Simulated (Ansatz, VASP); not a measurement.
# One calculation of CaO, two programs

INCAR

```
PREC = Accurate
ENCUT = 520
EDIFF = 1E-6
ISMEAR = 0
SIGMA = 0.1
LREAL = False
LASPH = True
NELM = 60
ALGO = Normal
ISIF = 2
LWAVE = False
LCHARG = False
GGA = PE
NBANDS = 15
```

File KPOINTS:

```
Automatic mesh
0
Gamma
  6 6 6
```

The input POSCAR:

```
CaO
1.0
    3.4219345700      0.0000000000      0.0000000000
    0.0000000000      3.4219345700      0.0000000000
    0.0000000000      0.0000000000      3.4219345700
Ca O
1 1
Direct
    0.5000000000      0.5000000000      0.5000000000
    0.0000000000      0.0000000000      0.0000000000
```

Input for Ansatz:

```yaml
crystal:
  lattice:
    - [3.42193457, 0.0, 0.0]
    - [0.0, 3.42193457, 0.0]
    - [0.0, 0.0, 3.42193457]
  atoms:
    - { symbol: Ca, position: [0.5, 0.5, 0.5] }
    - { symbol: O, position: [0.0, 0.0, 0.0] }
basis:
  ecutwfc: 420
kpoints:
  mp_grid: { grid: [6, 6, 6] }
hamiltonian:
  xc: pbe
scf:
  occupations: { method: gaussian, width: 0.1 }
  lower_state_search: "off"
output:
  forces: true
  stress: true
  eigenvalues: true
```

Change from the starting cell: species swapped into the SrCd type (Pm-3m, No. 221).

Alike in both runs: task single point; functional PBE; k mesh 6 × 6 × 6; occupations gaussian, width 0.1 eV; no spin polarisation.

```csv
,VASP,Ansatz
version,VASP 6.6.1,Ansatz 0.2.0
potentials or method,"VASP PAW PBE potentials, release 64 (Ca_sv, O), cutoff 520 eV","scalar-relativistic, plane waves, PAW"
valence electrons in the cell,16,16
```

VASP gave:

- gap on the k mesh at the Fermi level (eV): 1.29
- least direct gap on the mesh (eV): 1.55
- pressure (GPa): -18.5

Estimate Ansatz's values.

gap on the k mesh at the Fermi level (eV): 1.29; least direct gap on the mesh (eV): 1.56; pressure (GPa): -18.5.

The functional is the same, so the differences come from potentials, cutoffs and numerics.
